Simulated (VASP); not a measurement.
# GaSe (P6_3/mmc) in VASP: notebook

GaSe is run at these levels: PBE+D3(BJ); tasks: single point, relaxation of cell and atoms.

All numbers are computed with VASP 6.6.1; they aren't measurements. Logs are shortened: lines on timing, memory, paths and dates and some standing lists are left out, and cuts for length are marked.

### 1 The cell of the first run

The structure is hexagonal, space group P6_3/mmc (No. 194). The conventional cell has a = 3.773 Å, b = 3.773 Å, c = 15.935 Å, α = 90.00°, β = 90.00°, γ = 120.00°. Ga (site symmetry 3m) has 1 Ga at 2.44 Å and 3 Se at 2.48 Å within 3.2 Å. Se (site symmetry 3m) has 3 Ga at 2.48 Å within 3.3 Å.

### 2 Single point, PBE+D3(BJ)

INCAR reads:

```
SYSTEM = GaSe
  PREC = Accurate
  ENCUT = 500
  EDIFF = 1E-6
  ISMEAR = 0
  SIGMA = 0.1
  LREAL = .FALSE.
  LASPH = .TRUE.
  NELM = 120
  ALGO = Normal
  ISIF = 2
  LWAVE = .FALSE.
  LCHARG = .TRUE.
  GGA = PE
  IVDW = 12
  LELF = .TRUE.
  LVHAR = .TRUE.
  NBANDS = 48
  GGA_COMPAT = .FALSE.
```

KPOINTS reads:

```
regular mesh
0
G
  6 6 2
  0 0 0
```

POSCAR reads:

```
GaSe
1.0
    3.7726577409      0.0000000000      0.0000000000
   -1.8863288705      3.2672174434      0.0000000000
    0.0000000000      0.0000000000     15.9353558582
Ga Se
4 4
Direct
    0.3333333333      0.6666666667      0.1733701497
    0.6666666667      0.3333333333      0.6733701497
    0.3333333333      0.6666666667      0.3266298503
    0.6666666667      0.3333333333      0.8266298503
    0.3333333333      0.6666666667      0.5995879943
    0.6666666667      0.3333333333      0.0995879943
    0.3333333333      0.6666666667      0.9004120057
    0.6666666667      0.3333333333      0.4004120057
```

Potentials or basis: VASP PAW PBE potentials, release 64 (Ga_d, Se).

Command:

```console
> cat potpaw_PBE.64/Ga_d/POTCAR potpaw_PBE.64/Se/POTCAR > POTCAR
> mpirun -np 1 vasp_std > vasp.out
```

OUTCAR:

```text
SYSTEM = GaSe
   PREC = Accurate
   ENCUT = 500
   EDIFF = 1E-6
   ISMEAR = 0
   LREAL = .FALSE.
   LASPH = .TRUE.
   NELM = 120
   ISIF = 2
   GGA = PE
   IVDW = 12
 IVDW          = 12

 ion  position               nearest neighbor table
   1  0.333  0.667  0.173-   3 2.44   6 2.48   6 2.48   6 2.48
   2  0.667  0.333  0.673-   4 2.44   5 2.48   5 2.48   5 2.48
   3  0.333  0.667  0.327-   1 2.44   8 2.48   8 2.48   8 2.48
   4  0.667  0.333  0.827-   2 2.44   7 2.48   7 2.48   7 2.48
   5  0.333  0.667  0.600-   2 2.48   2 2.48   2 2.48
   6  0.667  0.333  0.100-   1 2.48   1 2.48   1 2.48
   7  0.333  0.667  0.900-   4 2.48   4 2.48   4 2.48
   8  0.667  0.333  0.400-   3 2.48   3 2.48   3 2.48

  LATTYP: Found a hexagonal cell.
 ALAT       =     3.7726577409
 C/A-ratio  =     4.2239071107

  Lattice vectors:

 A1 = (   3.7726577409,   0.0000000000,   0.0000000000)
 A2 = (  -1.8863288705,   3.2672174434,   0.0000000000)
 A3 = (   0.0000000000,   0.0000000000,  15.9353558582)

Analysis of symmetry for initial positions (statically):
[... 10 lines left out ...]

The static configuration has the point symmetry D_3d.
 The point group associated with its full space group is D_6h.

Analysis of symmetry for dynamics (positions and initial velocities):
[... 10 lines left out ...]

The dynamic configuration has the point symmetry D_3d.
 The point group associated with its full space group is D_6h.

 Subroutine INISYM returns: Found 24 space group operations
[... 5 lines left out ...]
                                     Primitive cell

  volume of cell :     196.4207

  direct lattice vectors                    reciprocal lattice vectors
     3.772657741  0.000000000  0.000000000     0.265065126  0.153035422  0.000000000
    -1.886328871  3.267217443  0.000000000     0.000000000  0.306070844  0.000000000
     0.000000000  0.000000000 15.935355858     0.000000000  0.000000000  0.062753541

  length of vectors
     3.772657741  3.772657741 15.935355858     0.306070844  0.306070844  0.062753541

  position of ions in fractional coordinates (direct lattice)
     0.333333333  0.666666667  0.173370150
     0.666666667  0.333333333  0.673370150
     0.333333333  0.666666667  0.326629850
     0.666666667  0.333333333  0.826629850
     0.333333333  0.666666667  0.599587994
     0.666666667  0.333333333  0.099587994
     0.333333333  0.666666667  0.900412006
     0.666666667  0.333333333  0.400412006

  ion indices of the primitive-cell ions
   primitive index   ion index
                 1           1
                 2           2
                 3           3
                 4           4
                 5           5
                 6           6
                 7           7
                 8           8

----------------------------------------------------------------------------------------

 KPOINTS: regular mesh

Automatic generation of k-mesh.
 Grid dimensions read from file:
 generate k-points for:    6    6    2

 Generating k-lattice:

  Cartesian coordinates                     Fractional coordinates (reciprocal lattice)
     0.044177521  0.025505904  0.000000000     0.166666667  0.000000000  0.000000000
     0.000000000  0.051011807  0.000000000     0.000000000  0.166666667  0.000000000
     0.000000000  0.000000000  0.031376770     0.000000000  0.000000000  0.500000000

  Length of vectors
     0.051011807  0.051011807  0.031376770

  Shift w.r.t. Gamma in fractional coordinates (k-lattice)
     0.000000000  0.000000000  0.000000000

 Subroutine IBZKPT returns following result:
 ===========================================

 Found     14 irreducible k-points:

 Following reciprocal coordinates:
            Coordinates               Weight
  0.000000  0.000000  0.000000      1.000000
  0.166667 -0.000000  0.000000      6.000000
  0.333333 -0.000000  0.000000      6.000000
  0.500000  0.000000  0.000000      3.000000
  0.166667  0.166667  0.000000      6.000000
  0.333333  0.166667  0.000000     12.000000
  0.333333  0.333333  0.000000      2.000000
  0.000000  0.000000  0.500000      1.000000
  0.166667 -0.000000  0.500000      6.000000
  0.333333 -0.000000  0.500000      6.000000
  0.500000  0.000000  0.500000      3.000000
  0.166667  0.166667  0.500000      6.000000
  0.333333  0.166667  0.500000     12.000000
  0.333333  0.333333  0.500000      2.000000
   k-points           NKPTS =     14   k-points in BZ     NKDIM =     14   number of bands    NBANDS=     48
   number of dos      NEDOS =    301   number of ions     NIONS =      8
   total plane-waves  NPLWV =  94080
   dimension x,y,z NGX =    28 NGY =   28 NGZ =  120
   dimension x,y,z NGXF=    56 NGYF=   56 NGZF=  240
   ions per type =               4   4
   NGX,Y,Z   is equivalent  to a cutoff of  12.34, 12.34, 12.52 a.u.
   NGXF,Y,Z  is equivalent  to a cutoff of  24.68, 24.68, 25.04 a.u.
 SYSTEM =  GaSe
   PREC   = accura    normal or accurate (medium, high low for compatibility)
   ISTART =      0    job   : 0-new  1-cont  2-samecut
   ICHARG =      2    charge: 1-file 2-atom 10-const
   ISPIN  =      1    spin polarized calculation?
   LNONCOLLINEAR =      F non collinear calculations
   LSORBIT =      F    spin-orbit coupling
   LASPH  =      T    aspherical Exc in radial PAW
   ENCUT  =  500.0 eV  36.75 Ry    6.06 a.u.   6.88  6.88 29.05*2*pi/ulx,y,z
   NELM   =    120;   NELMIN=  2; NELMDL= -5     # of ELM steps
   EDIFF  = 0.1E-05   stopping-criterion for ELM
   LREAL  =      F    real-space projection
   EDIFFG = 0.1E-04   stopping-criterion for IOM
   NSW    =      0    number of steps for IOM
   IBRION =     -1    ionic relax: 0-MD 1-quasi-New 2-CG
   NFREE  =      0    steps in history (QN), initial steepest desc. (CG)
   ISIF   =      2    stress and relaxation
   ISYM   =      2    0-nonsym 1-usesym 2-fastsym
   POTIM  = 0.5000    time-step for ionic-motion
   TEBEG  =    0.0;   TEEND  =   0.0 temperature during run
   PSTRESS=    0.0 pullay stress
   NELECT =      76.0000    total number of electrons
   NUPDOWN=      -1.0000    fix difference up-down
   EMIN   =  10.00;   EMAX   =-10.00  energy-range for DOS
   EFERMI =   0.00;   METHOD = LEGACY
   ISMEAR =     0;   SIGMA  =   0.10  broadening in eV -4-tet -1-fermi 0-gaus
   EFERMI_NEDOS =   21; number of points for ismear=-14 and -15
   IALGO  =     38    algorithm
   IMIX   =      4    mixing-type and parameters
     AMIX     =   0.40;   BMIX     =  1.00
     AMIX_MAG =   1.60;   BMIX_MAG =  1.00
  volume/ion in A,a.u.               =      24.55       165.69
  Fermi-wavevector in a.u.,A,eV,Ry     =   1.192935  2.254321 19.362384  1.423095
  Thomas-Fermi vector in A             =   2.328962
   LORBIT       =      0    0 simple, 1 ext, 2 COOP (PROOUT), +10 PAW based schemes
   GGA     = PE    functional components
   LHFCALC =     F    Hartree Fock is set to
   AEXX    =    0.0000 exact exchange contribution
   IVDW    =    12    specifies the selected vdW correction
   LEPSILON=     F    determine dielectric tensor
   LRPA    =     F    only Hartree local field effects (RPA)
 non-spin polarized calculation
 Gauss-broadening in eV      SIGMA  =   0.10
  energy-cutoff  :      500.00
  volume of cell :      196.42
 maximum number of plane-waves:      5018
 NGX is ok and might be reduce to    28
   NGX = 13   NGY = 13   NGZ = 59

 number of electron      76.0000017 magnetization

 Free energy of the ion-electron system (eV)
  ---------------------------------------------------
  ext. energy  EPLUGINS =         0.00000000
  ---------------------------------------------------
  free energy    TOTEN  =       -30.20975281 eV

  energy without entropy =      -30.20975281  energy(sigma->0) =      -30.20975281

 E-fermi :   3.8526     XC(G=0):  -9.2470

 val. band max:        3.4441916577   @ k =   0.0000   0.0000   0.0000
 cond. band min:       4.2663089783   @ k =   0.0000   0.0000   0.0000
 fundamental gap:      0.8221173206
 Fermi energy:         3.8525505140

 k-point     1 :       0.0000    0.0000    0.0000
  band No.  band energies     occupation
      1     -11.7733      2.00000
      2     -11.7730      2.00000
      3     -11.6507      2.00000
      4     -11.6507      2.00000
      5     -11.6506      2.00000
      6     -11.6506      2.00000
[... 40 lines left out ...]
     47       8.6690      0.00000
     48       8.6990      0.00000

 k-point     2 :       0.1667   -0.0000    0.0000
  band No.  band energies     occupation
      1     -11.7788      2.00000
      2     -11.7770      2.00000
      3     -11.7104      2.00000
      4     -11.7042      2.00000
      5     -11.6619      2.00000
      6     -11.6536      2.00000
[... 40 lines left out ...]
     47       7.9787      0.00000
     48       8.4425      0.00000

 k-point     3 :       0.3333   -0.0000    0.0000
  band No.  band energies     occupation
      1     -11.8286      2.00000
      2     -11.8225      2.00000
      3     -11.7466      2.00000
      4     -11.7386      2.00000
      5     -11.7381      2.00000
      6     -11.7363      2.00000
[... 40 lines left out ...]
     47       8.0284      0.00000
     48       8.1527      0.00000

 k-point     4 :       0.5000    0.0000    0.0000
  band No.  band energies     occupation
      1     -11.8560      2.00000
      2     -11.8526      2.00000
      3     -11.7758      2.00000
      4     -11.7714      2.00000
      5     -11.7371      2.00000
      6     -11.7362      2.00000
[... 448 lines left out ...]
     47       8.5536      0.00000
     48       8.5536      0.00000

 k-point    13 :       0.3333    0.1667    0.5000
  band No.  band energies     occupation
      1     -11.8472      2.00000
      2     -11.8472      2.00000
      3     -11.7695      2.00000
      4     -11.7695      2.00000
      5     -11.7370      2.00000
      6     -11.7370      2.00000
[... 40 lines left out ...]
     47       8.2702      0.00000
     48       8.2702      0.00000

 k-point    14 :       0.3333    0.3333    0.5000
  band No.  band energies     occupation
      1     -11.8532      2.00000
      2     -11.8532      2.00000
      3     -11.7794      2.00000
      4     -11.7794      2.00000
      5     -11.7364      2.00000
      6     -11.7364      2.00000
[... 40 lines left out ...]
     47       9.3925      0.00000
     48       9.3925      0.00000

------------------------ aborting loop because EDIFF is reached ----------------------------------------

 Edisp (eV)   -2.32379

 E8    (eV) :    -1.0210

  FORCE on cell =-STRESS in cart. coord.  units (eV):
  Direction    XX          YY          ZZ          XY          YZ          ZX
  --------------------------------------------------------------------------------------
  -------------------------------------------------------------------------------------
  Total       0.18932     0.18932     0.23134    -0.00000     0.00000     0.00000
  in kB       1.54427     1.54427     1.88701    -0.00000     0.00000     0.00000
  external pressure =        1.66 kB  Pullay stress =        0.00 kB

 VOLUME and BASIS-vectors are now :
 -----------------------------------------------------------------------------
  energy-cutoff  :      500.00
  volume of cell :      196.42
      direct lattice vectors                 reciprocal lattice vectors
     3.772657741  0.000000000  0.000000000     0.265065126  0.153035422  0.000000000
    -1.886328871  3.267217443  0.000000000     0.000000000  0.306070844  0.000000000
     0.000000000  0.000000000 15.935355858     0.000000000  0.000000000  0.062753541

 POSITION                                       TOTAL-FORCE (eV/Angst)
 -----------------------------------------------------------------------------------
     -0.00000      2.17814      2.76272         0.000000      0.000000      0.013688
      1.88633      1.08907     10.73039         0.000000      0.000000      0.013688
     -0.00000      2.17814      5.20496        -0.000000     -0.000000     -0.013688
      1.88633      1.08907     13.17264         0.000000     -0.000000     -0.013688
     -0.00000      2.17814      9.55465        -0.000000      0.000000     -0.029036
      1.88633      1.08907      1.58697        -0.000000      0.000000     -0.029036
     -0.00000      2.17814     14.34839        -0.000000     -0.000000      0.029036
      1.88633      1.08907      6.38071        -0.000000      0.000000      0.029036
 -----------------------------------------------------------------------------------
    total drift:                               -0.000000      0.000000      0.000000

  FREE ENERGIE OF THE ION-ELECTRON SYSTEM (eV)
  ---------------------------------------------------
  free  energy   TOTEN  =       -32.5335453287 eV

  energy  without entropy=      -32.5335453286  energy(sigma->0) =      -32.53354533
```

Run time: 3 min. Hardware: 1 thread of Intel Xeon Platinum 8259CL at 2.50GHz (Skylake/Cascade Lake), shared host; peak memory 0.35 GiB.

Results:

| Quantity | Value |
| --- | --- |
| Free energy | -32.5335 eV |
| Pressure | 0.2 GPa |
| Largest force | 0.029 eV/Å |
| Band gap on the k mesh | 0.82 eV, direct |
| Dispersion energy per atom | -0.290 eV |

Forces in eV/Å, atoms in the order of the input:
```
Ga   0.000  0.000  0.014
Ga   0.000  0.000  0.014
Ga   0.000  0.000 -0.014
Ga   0.000  0.000 -0.014
Se   0.000  0.000 -0.029
Se   0.000  0.000 -0.029
Se   0.000  0.000  0.029
Se   0.000  0.000  0.029
```

Levels at points of the mesh, in eV from the valence-band top:
```csv
k point,band 36,band 37,band 38,band 39,band 40,band 41
"(0.00, 0.00, 0.00)",-1.23,-1.23,0.00,0.82,1.83,2.08
"(0.50, 0.00, 0.00)",-2.39,-2.29,-1.86,1.00,1.23,1.77
"(0.00, 0.00, 0.50)",-1.27,-0.91,-0.91,1.49,1.49,2.13
"(0.50, 0.00, 0.50)",-2.46,-2.17,-2.17,1.34,1.34,1.55
```

### 3 Relaxation of cell and atoms, PBE+D3(BJ)

This run uses another cell than the first one, of 24.13 Å³/atom, 0.983 times its volume.

INCAR reads:

```
SYSTEM = GaSe
ALGO     = Normal         ! electronic algorithm
EDIFF    = 1E-7           ! SCF threshold, eV
EDIFFG   = -0.05          ! ionic threshold
ENCUT    = 500            ! plane-wave cutoff, eV
GGA      = PE             ! functional
GGA_COMPAT= .False.      
IBRION   = 2              ! ionic algorithm
ISIF     = 3              ! what is computed and relaxed
ISMEAR   = 0              ! smearing method
IVDW     = 12             ! dispersion correction
LASPH    = .True.         ! aspherical terms in the spheres
LCHARG   = .False.        ! write CHGCAR
LREAL    = .False.        ! projectors in reciprocal space
LWAVE    = .False.        ! write WAVECAR
NELM     = 120            ! most SCF steps
NELMIN   = 4            
NSW      = 100            ! ionic steps
PREC     = Accurate       ! precision mode
SIGMA    = 0.1            ! smearing width, eV
```

KPOINTS reads:

```
k-points
0
Gamma
  6 6 2
  0 0 0
```

POSCAR reads:

```
GaSe
1.0
    3.7420012726      0.0000000000      0.0000000000
   -1.8710006363      3.2406681631      0.0000000000
    0.0000000000      0.0000000000     15.9190000000
Ga Se
4 4
Direct
    0.3333333333      0.6666666667      0.1770000000
    0.6666666667      0.3333333333      0.6770000000
    0.3333333333      0.6666666667      0.3230000000
    0.6666666667      0.3333333333      0.8230000000
    0.3333333333      0.6666666667      0.6000000000
    0.6666666667      0.3333333333      0.1000000000
    0.3333333333      0.6666666667      0.9000000000
    0.6666666667      0.3333333333      0.4000000000
```

Potentials or basis: VASP PAW PBE potentials, release 64 (Ga_d, Se).

Command:

```console
> cat potpaw_PBE.64/Ga_d/POTCAR potpaw_PBE.64/Se/POTCAR > POTCAR
> mpirun -np 1 vasp_std > vasp.out
```

Run time: 13 min. Hardware: 1 thread of Intel Xeon Platinum 8259CL at 2.50GHz (Skylake/Cascade Lake), shared host; peak memory 0.36 GiB.

It converged, with:

| Quantity | Value |
| --- | --- |
| Free energy | -32.5321 eV |
| Relaxed volume | 24.77 Å³/atom |
| Relaxed cell | a = 3.773 Å, b = 3.773 Å, c = 16.077 Å, α = 90.00°, β = 90.00°, γ = 120.00° |
| Space group after relaxing (to 0.05 Å) | P6_3/mmc (No. 194) |
| Energy gained by relaxing | 16.6 meV/atom |
| Ionic steps | 6 |
| Pressure after relaxing | -0.1 GPa |
| Largest force after relaxing | 0.018 eV/Å |
| Band gap on the k mesh | 0.88 eV, direct |
| Dispersion energy per atom | -0.288 eV |

Forces in eV/Å, atoms in the order of the input:
```
Ga   0.000  0.000 -0.018
Ga   0.000  0.000 -0.018
Ga   0.000  0.000  0.018
Ga   0.000  0.000  0.018
Se   0.000  0.000 -0.012
Se   0.000  0.000 -0.012
Se   0.000  0.000  0.012
Se   0.000  0.000  0.012
```

Stress tensor (GPa, compression positive):
```
-0.02  0.00  0.00
 0.00 -0.02  0.00
 0.00  0.00 -0.14
```

Step by step:
```
step  energy change (eV)  largest force (eV/Å)  pressure (GPa)  volume (Å³)
   1              0.0000                1.2174            1.09       193.04
   2             -0.1073                0.3768            0.33       197.62
   3             -0.1245                0.0120            0.46       196.31
   4             -0.1307                0.0439           -0.16       198.36
   5             -0.1307                0.0467           -0.21       198.54
   6             -0.1326                0.0176           -0.06       198.19
```

Final structure:
```
Ga Se
1.0
     3.77296    0.00000    0.00000
    -1.88648    3.26748    0.00000
     0.00000    0.00000   16.07667
Ga Se
4 4
Direct
  0.33333 0.66667 0.17402
  0.66667 0.33333 0.67402
  0.33333 0.66667 0.32598
  0.66667 0.33333 0.82598
  0.33333 0.66667 0.60061
  0.66667 0.33333 0.10061
  0.33333 0.66667 0.89939
  0.66667 0.33333 0.39939
```

Levels at points of the mesh, in eV from the valence-band top:
```tsv
k point	band 36	band 37	band 38	band 39	band 40	band 41
(0.00, 0.00, 0.00)	-1.16	-1.16	0.00	0.88	1.86	2.16
(0.50, 0.00, 0.00)	-2.33	-2.24	-1.83	1.07	1.30	1.82
(0.00, 0.00, 0.50)	-1.20	-0.87	-0.87	1.52	1.52	2.20
(0.50, 0.00, 0.50)	-2.40	-2.12	-2.12	1.40	1.40	1.61
```

Caveat: the relaxation stopped at a loose force limit of 0.05 eV/Å, so its end isn't a converged minimum. PBE gaps usually lie below the measured ones, often by a third to a half.

(Part 1 of 2 ends here.)
